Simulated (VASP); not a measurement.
**Sn3SeS2: single point with PBE**

Sn3SeS2:

```
CELL_PARAMETERS angstrom
-2.09573 2.09573 8.87994
2.09573 -2.09573 8.87994
2.09573 2.09573 -8.87994
ATOMIC_POSITIONS crystal
Sn 0.82958 0.82958 0.00000
Sn 0.50000 0.50000 0.00000
Sn 0.17042 0.17042 0.00000
Se 0.00000 0.00000 0.00000
S 0.66726 0.66726 0.00000
S 0.33274 0.33274 0.00000
```

```
Program                : VASP 6.6.1
Task                   : single point
Functional             : PBE
Potentials or basis    : VASP PAW PBE potentials, release 64 (Sn_d, Se, S)
Cutoff                 : 520 eV
k mesh                 : 12 × 12 × 12
Occupations            : gaussian, width 0.01 eV
Spin                   : no spin polarisation
Dipole correction      : no
Further INCAR settings : ALGO = Normal; EDIFF = 1e-06; NBANDS = 39
```

```json
{
  "Pressure": "0.0 GPa",
  "Band gap on the k mesh": "0.15 eV"
}
```

Levels at points of the mesh, in eV from the valence-band top:
```tsv
k point	band 26	band 27	band 28	band 29	band 30	band 31	band 32	band 33	band 34	band 35
(0.00, 0.00, 0.00)	-3.42	-3.35	-2.52	-2.50	-2.50	3.26	3.39	3.42	3.50	4.34
(0.50, 0.00, 0.00)	-2.29	-2.13	-0.74	-0.54	-0.11	0.39	0.76	0.82	1.25	1.28
(0.50, 0.50, 0.00)	-4.35	-3.87	-3.85	-2.13	-1.84	2.51	2.61	2.98	3.67	3.75
(0.50, 0.50, 0.50)	-2.90	-2.87	-2.87	-1.35	-1.02	1.61	1.76	2.98	4.10	4.10
```

Run time: 110 min on 1 thread of Oxide Virtual Turin-like Processor, on a shared host, peak memory 1.2 GiB.

Caveat: semilocal functionals underestimate gaps, and a narrow one can read as zero; spin-orbit coupling is left out, which moves the levels of the heavy elements. A k mesh can miss the band edges.
